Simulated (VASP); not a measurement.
# TlZnO2 (P4/mmm) in VASP: notebook, part 2 of 2

VASP 6.6.1.

**5. Relaxation of cell and atoms, PBE**

This run uses another cell than the first one, of 13.37 Å³/atom, 0.936 times its volume.

INCAR

```
ALGO     = Normal         # electronic algorithm
EDIFF    = 1E-6           # SCF threshold, eV
EDIFFG   = -0.04          # ionic threshold
ENCUT    = 600            # plane-wave cutoff, eV
GGA      = PE             # functional
IBRION   = 2              # ionic algorithm
ISIF     = 3              # what is computed and relaxed
ISMEAR   = 0              # smearing method
LASPH    = True           # aspherical terms in the spheres
LCHARG   = False          # write CHGCAR
LREAL    = False          # projectors in reciprocal space
LWAVE    = False          # write WAVECAR
NELM     = 60             # most SCF steps
NSW      = 90             # ionic steps
PREC     = Accurate       # precision mode
SIGMA    = 0.1            # smearing width, eV
```

KPOINTS

```
k-points
0
Gamma
  4 4 6
```

POSCAR

```
TlZnO2
1.0
    3.9600000000      0.0000000000      0.0000000000
    0.0000000000      3.9600000000      0.0000000000
    0.0000000000      0.0000000000      3.4101173000
Zn Tl O
1 1 2
Direct
    0.0000000000      0.0000000000      0.0000000000
    0.5000000000      0.5000000000      0.5000000000
    0.5000000000      0.0000000000      0.0000000000
    0.0000000000      0.5000000000      0.0000000000
```

Potentials or basis: VASP PAW PBE potentials, release 64 (Zn, Tl_d, O).

Launch:

```console
> cat potpaw_PBE.64/Zn/POTCAR potpaw_PBE.64/Tl_d/POTCAR potpaw_PBE.64/O/POTCAR > POTCAR
> mpirun -np 1 vasp_std > vasp.out
```

OUTCAR:

```text
EDIFF = 1E-6
   EDIFFG = -0.04
   ENCUT = 600
   GGA = PE
   IBRION = 2
   ISIF = 3
   ISMEAR = 0
   LASPH = True
   LREAL = False
   NELM = 60
   NSW = 90
   PREC = Accurate

 ion  position               nearest neighbor table
   1  0.000  0.000  0.000-   3 1.98   4 1.98   4 1.98   3 1.98   2 3.28   2 3.28   2 3.28   2 3.28
                             2 3.28   2 3.28   2 3.28   2 3.28
   2  0.500  0.500  0.500-   3 2.61   4 2.61   3 2.61   4 2.61   3 2.61   3 2.61   4 2.61   4 2.61
                             1 3.28   1 3.28   1 3.28   1 3.28   1 3.28   1 3.28   1 3.28   1 3.28
   3  0.500  0.000  0.000-   1 1.98   1 1.98   2 2.61   2 2.61   2 2.61   2 2.61
   4  0.000  0.500  0.000-   1 1.98   1 1.98   2 2.61   2 2.61   2 2.61   2 2.61

  LATTYP: Found a simple tetragonal cell.
 ALAT       =     3.9600000000
 C/A-ratio  =     0.8611407323

  Lattice vectors:

 A1 = (   3.9600000000,   0.0000000000,   0.0000000000)
 A2 = (   0.0000000000,   3.9600000000,   0.0000000000)
 A3 = (   0.0000000000,   0.0000000000,   3.4101173000)

Analysis of symmetry for initial positions (statically):
=====================================================================
 Subroutine PRICEL returns:
 Original cell was already a primitive cell.

 Routine SETGRP: Setting up the symmetry group for a
 simple tetragonal supercell.

 Subroutine GETGRP returns: Found 16 space group operations
 (whereof 16 operations were pure point group operations)
 out of a pool of 16 trial point group operations.

The static configuration has the point symmetry D_4h.

Analysis of symmetry for dynamics (positions and initial velocities):
=====================================================================
 Subroutine PRICEL returns:
 Original cell was already a primitive cell.

 Routine SETGRP: Setting up the symmetry group for a
 simple tetragonal supercell.

 Subroutine GETGRP returns: Found 16 space group operations
 (whereof 16 operations were pure point group operations)
 out of a pool of 16 trial point group operations.

The dynamic configuration has the point symmetry D_4h.

 Subroutine INISYM returns: Found 16 space group operations
 (whereof 16 operations are pure point group operations),
 and found     1 'primitive' translations

----------------------------------------------------------------------------------------

                                     Primitive cell

  volume of cell :      53.4761

  direct lattice vectors                    reciprocal lattice vectors
     3.960000000  0.000000000  0.000000000     0.252525253  0.000000000  0.000000000
     0.000000000  3.960000000  0.000000000     0.000000000  0.252525253  0.000000000
     0.000000000  0.000000000  3.410117300     0.000000000  0.000000000  0.293245045

  length of vectors
     3.960000000  3.960000000  3.410117300     0.252525253  0.252525253  0.293245045

  position of ions in fractional coordinates (direct lattice)
     0.000000000  0.000000000  0.000000000
     0.500000000  0.500000000  0.500000000
     0.500000000  0.000000000  0.000000000
     0.000000000  0.500000000  0.000000000

  ion indices of the primitive-cell ions
   primitive index   ion index
                 1           1
                 2           2
                 3           3
                 4           4

----------------------------------------------------------------------------------------

 KPOINTS: k-points

Automatic generation of k-mesh.
 Grid dimensions read from file:
 generate k-points for:    4    4    6

 Generating k-lattice:

  Cartesian coordinates                     Fractional coordinates (reciprocal lattice)
     0.063131313  0.000000000  0.000000000     0.250000000  0.000000000  0.000000000
     0.000000000  0.063131313  0.000000000     0.000000000  0.250000000  0.000000000
     0.000000000  0.000000000  0.048874174     0.000000000  0.000000000  0.166666667

  Length of vectors
     0.063131313  0.063131313  0.048874174

  Shift w.r.t. Gamma in fractional coordinates (k-lattice)
     0.000000000  0.000000000  0.000000000

 Subroutine IBZKPT returns following result:
 ===========================================

 Found     24 irreducible k-points:

 Following reciprocal coordinates:
            Coordinates               Weight
  0.000000  0.000000  0.000000      1.000000
  0.250000  0.000000  0.000000      4.000000
  0.500000  0.000000  0.000000      2.000000
  0.250000  0.250000  0.000000      4.000000
  0.500000  0.250000  0.000000      4.000000
  0.500000  0.500000  0.000000      1.000000
[... 16 lines left out ...]
  0.500000  0.250000  0.500000      4.000000
  0.500000  0.500000  0.500000      1.000000
   k-points           NKPTS =     24   k-points in BZ     NKDIM =     24   number of bands    NBANDS=     22
   number of dos      NEDOS =    301   number of ions     NIONS =      4
   total plane-waves  NPLWV =  28672
   dimension x,y,z NGX =    32 NGY =   32 NGZ =   28
   dimension x,y,z NGXF=    64 NGYF=   64 NGZF=   56
   ions per type =               1   1   2
   NGX,Y,Z   is equivalent  to a cutoff of  13.43, 13.43, 13.65 a.u.
   NGXF,Y,Z  is equivalent  to a cutoff of  26.87, 26.87, 27.30 a.u.
 SYSTEM =  unknown system
   PREC   = accura    normal or accurate (medium, high low for compatibility)
   ISTART =      0    job   : 0-new  1-cont  2-samecut
   ICHARG =      2    charge: 1-file 2-atom 10-const
   ISPIN  =      1    spin polarized calculation?
   LNONCOLLINEAR =      F non collinear calculations
   LSORBIT =      F    spin-orbit coupling
   LASPH  =      T    aspherical Exc in radial PAW
   ENCUT  =  600.0 eV  44.10 Ry    6.64 a.u.   7.91  7.91  6.81*2*pi/ulx,y,z
   NELM   =     60;   NELMIN=  2; NELMDL= -5     # of ELM steps
   EDIFF  = 0.1E-05   stopping-criterion for ELM
   LREAL  =      F    real-space projection
   EDIFFG = -.4E-01   stopping-criterion for IOM
   NSW    =     90    number of steps for IOM
   IBRION =      2    ionic relax: 0-MD 1-quasi-New 2-CG
   NFREE  =      1    steps in history (QN), initial steepest desc. (CG)
   ISIF   =      3    stress and relaxation
   ISYM   =      2    0-nonsym 1-usesym 2-fastsym
   POTIM  = 0.5000    time-step for ionic-motion
   TEBEG  =    0.0;   TEEND  =   0.0 temperature during run
   PSTRESS=    0.0 pullay stress
   NELECT =      37.0000    total number of electrons
   NUPDOWN=      -1.0000    fix difference up-down
   EMIN   =  10.00;   EMAX   =-10.00  energy-range for DOS
   EFERMI =   0.00;   METHOD = LEGACY
   ISMEAR =     0;   SIGMA  =   0.10  broadening in eV -4-tet -1-fermi 0-gaus
   EFERMI_NEDOS =   21; number of points for ismear=-14 and -15
   IALGO  =     38    algorithm
   IMIX   =      4    mixing-type and parameters
     AMIX     =   0.40;   BMIX     =  1.00
     AMIX_MAG =   1.60;   BMIX_MAG =  1.00
  volume/ion in A,a.u.               =      13.37        90.22
  Fermi-wavevector in a.u.,A,eV,Ry     =   1.447956  2.736241 28.525675  2.096578
  Thomas-Fermi vector in A             =   2.565852
   LORBIT       =      0    0 simple, 1 ext, 2 COOP (PROOUT), +10 PAW based schemes
   GGA     = PE    functional components
   LHFCALC =     F    Hartree Fock is set to
   AEXX    =    0.0000 exact exchange contribution
   IVDW    =     0    specifies the selected vdW correction
   LEPSILON=     F    determine dielectric tensor
   LRPA    =     F    only Hartree local field effects (RPA)
 conjugate gradient relaxation of ions
 non-spin polarized calculation
 Gauss-broadening in eV      SIGMA  =   0.10
  energy-cutoff  :      600.00
  volume of cell :       53.48
 maximum number of plane-waves:      1804
 NGX is ok and might be reduce to    32
   NGX = 15   NGY = 15   NGZ = 13

--------------------------------------- Ionic step        1  -------------------------------------------

 number of electron      36.9999985 magnetization

 Free energy of the ion-electron system (eV)
  ---------------------------------------------------
  ext. energy  EPLUGINS =         0.00000000
  ---------------------------------------------------
  free energy    TOTEN  =       -15.76851490 eV

  energy without entropy =      -15.75774947  energy(sigma->0) =      -15.76313219

------------------------ aborting loop because EDIFF is reached ----------------------------------------

  FORCE on cell =-STRESS in cart. coord.  units (eV):
  Direction    XX          YY          ZZ          XY          YZ          ZX
  --------------------------------------------------------------------------------------
  -------------------------------------------------------------------------------------
  Total        3.7089061      3.7089061      1.5671171      0.0000000      0.0000000      0.0000000
  in kB      111.1211503    111.1211503     46.9518108      0.0000000      0.0000000      0.0000000
  external PRESSURE =      89.7313705 kB  Pullay stress =       0.0000000 kB
[... 61 lines left out ...]
  energy  without entropy=      -15.8358775446  energy(sigma->0) =      -15.84080642

--------------------------------------- Ionic step        3  -------------------------------------------

 number of electron      37.0000009 magnetization

 Free energy of the ion-electron system (eV)
  ---------------------------------------------------
  ext. energy  EPLUGINS =         0.00000000
  ---------------------------------------------------
  free energy    TOTEN  =       -15.87780137 eV

  energy without entropy =      -15.86783018  energy(sigma->0) =      -15.87281577

 E-fermi :   4.3783     XC(G=0): -10.9407

 val. band max:        4.3623669956   @ k =   0.2500   0.2500   0.1667
 cond. band min:       4.3882427636   @ k =   0.2500   0.2500   0.3333
 fundamental gap:      0.0258757680
 Fermi energy:         4.3783209009

 k-point     1 :       0.0000    0.0000    0.0000
  band No.  band energies     occupation
      1     -13.8919      2.00000
      2     -12.7753      2.00000
      3      -6.3312      2.00000
      4      -6.1173      2.00000
      5      -5.9605      2.00000
      6      -5.9416      2.00000
[... 620 lines left out ...]
  FREE ENERGIE OF THE ION-ELECTRON SYSTEM (eV)
  ---------------------------------------------------
  free  energy   TOTEN  =       -15.8778013658 eV

  energy  without entropy=      -15.8678301753  energy(sigma->0) =      -15.87281577

 reached required accuracy - stopping structural energy minimisation
```

It took 2.2 min on 1 thread of AMD EPYC 7R13 (Zen 3), shared host; peak memory 0.17 GiB.

Results:

```yaml
Free_energy: -15.8778 eV
Relaxed_volume: 14.31 Å³/atom
Relaxed_cell: a = 4.072 Å, b = 4.072 Å, c = 3.451 Å, α = 90.00°, β = 90.00°, γ = 90.00°
Space_group_after_relaxing_to_0.05_Å: P4/mmm (No. 123)
Energy_gained_by_relaxing: 27.3 meV/atom
Ionic_steps: 3
Pressure_after_relaxing: 0.0 GPa
```

The path:
| step | energy change (eV) | largest force (eV/Å) | pressure (GPa) | volume (Å³) |
| --- | --- | --- | --- | --- |
| 1 | 0.0000 | 0.0000 | 8.97 | 53.48 |
| 2 | -0.0772 | 0.0000 | -3.87 | 59.47 |
| 3 | -0.1093 | 0.0000 | 0.04 | 57.22 |

Final structure:
```
Zn Tl O
1.0
     4.07204    0.00000    0.00000
     0.00000    4.07204    0.00000
     0.00000    0.00000    3.45088
Zn Tl O
1 1 2
Cartesian
  0.0000 0.0000 0.0000
  2.0360 2.0360 1.7254
  2.0360 0.0000 0.0000
  0.0000 2.0360 0.0000
```

Caveat: the k points lie up to 0.39 Å⁻¹ apart in the final cell; spin-orbit coupling is left out, which moves the levels of the heavy elements; an odd number of electrons without spin polarisation forces a metal; a magnetic or distorted state may lie lower.

**6. Summary**

```csv
task,cell,k mesh,cutoff (eV),gap on the mesh (eV),pressure (GPa),relaxed volume (Å³/atom)
relaxation of cell and atoms,"relaxed from a = 4.063, b = 4.063, c = 3.463 Å, 4 atoms",12 × 12 × 14,600,none,0.0,14.34
single point,"a = 3.960, b = 3.960, c = 3.410 Å, 4 atoms",4 × 4 × 6,520,none,9.1,-
single point,"a = 4.063, b = 4.063, c = 3.463 Å, 4 atoms",4 × 4 × 6,520,none,0.4,-
relaxation of cell and atoms,"relaxed from a = 3.960, b = 3.960, c = 3.410 Å, 4 atoms",4 × 4 × 6,600,none,0.0,14.31
```

Alike in all rows: level PBE; potentials or basis VASP PAW PBE potentials, release 64 (Zn, Tl_d, O); no spin polarisation; smearing gaussian 0.1 eV.

Caveats: some runs use coarse meshes; spin-orbit coupling is left out, which moves the levels of the heavy elements; an odd number of electrons without spin polarisation forces a metal; a magnetic or distorted state may lie lower.

Total energies depend on the potentials used, so only differences within one code and one set of settings carry meaning.
